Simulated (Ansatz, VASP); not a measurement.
## CdSe in VASP and in Ansatz

The input INCAR:

```
SYSTEM = CdSe
  PREC = Accurate
  ENCUT = 520
  EDIFF = 1E-6
  ISMEAR = 0
  SIGMA = 0.01
  LREAL = .FALSE.
  LASPH = .TRUE.
  NELM = 80
  ALGO = Normal
  ISIF = 2
  LWAVE = .FALSE.
  LCHARG = .FALSE.
  GGA = CA
  NBANDS = 26
```

The input KPOINTS:

```
regular mesh
0
G
  6 6 4
  0 0 0
```

File POSCAR:

```
CdSe
1.0
    4.3042663244      0.0000000000      0.0000000000
   -2.1521331622      3.7276039816      0.0000000000
    0.0000000000      0.0000000000      7.0257510288
Cd Se
2 2
Direct
    0.3333333333      0.6666666667      0.0046706144
    0.6666666667      0.3333333333      0.5046706144
    0.3333333333      0.6666666667      0.3803293856
    0.6666666667      0.3333333333      0.8803293856
```

Input for Ansatz:

```yaml
crystal:
  lattice:
    - [4.30426632444, 0.0, 0.0]
    - [-2.15213316222, 3.72760398162, 0.0]
    - [0.0, 0.0, 7.0257510288]
  atoms:
    - { symbol: Cd, position: [0.333333333333, 0.666666666667, 0.004670614449] }
    - { symbol: Cd, position: [0.666666666667, 0.333333333333, 0.504670614449] }
    - { symbol: Se, position: [0.333333333333, 0.666666666667, 0.380329385551] }
    - { symbol: Se, position: [0.666666666667, 0.333333333333, 0.880329385551] }
kpoints:
  mp_grid: { grid: [6, 6, 4] }
scf:
  occupations: { method: fixed }
  convergence: { dr2_threshold: 1.0e-10 }
hamiltonian:
  xc: lda
  pseudopotentials: { kind: all_electron, lapw: { basis_error: 0.0005 } }
output:
  forces: true
  stress: true
  eigenstates:
    kpoints:
      - [0.0, 0.0, 0.0]
      - [0.0, 0.0, -0.5]
      - [-0.5, 0.0, 0.0]
      - [-0.5, 0.5, 0.0]
      - [0.0, -0.5, 0.0]
      - [-0.5, 0.0, -0.5]
      - [-0.5, 0.5, -0.5]
      - [0.0, -0.5, -0.5]
  eigenvalues: true
```

Alike in both runs: task single point; functional LDA; k mesh 6 × 6 × 4; no spin polarisation.

|  | VASP | Ansatz |
| --- | --- | --- |
| version | VASP 6.6.1 | Ansatz 0.2.0 |
| potentials or method | VASP PAW LDA potentials, release 64 (Cd, Se), cutoff 520 eV | all-electron LAPW, scalar-relativistic |
| occupations | gaussian, width 0.01 eV | fixed |

```csv
,VASP,Ansatz,Ansatz less VASP
gap on the k mesh at the Fermi level (eV),0.41,0.38,-0.033
pressure (GPa),-1.6,-2.0,-0.41
```

LDA's correlation is that of Perdew and Zunger in VASP and of Perdew and Wang (1992) in Ansatz. Ansatz ran all-electron here, and VASP with PAW potentials.
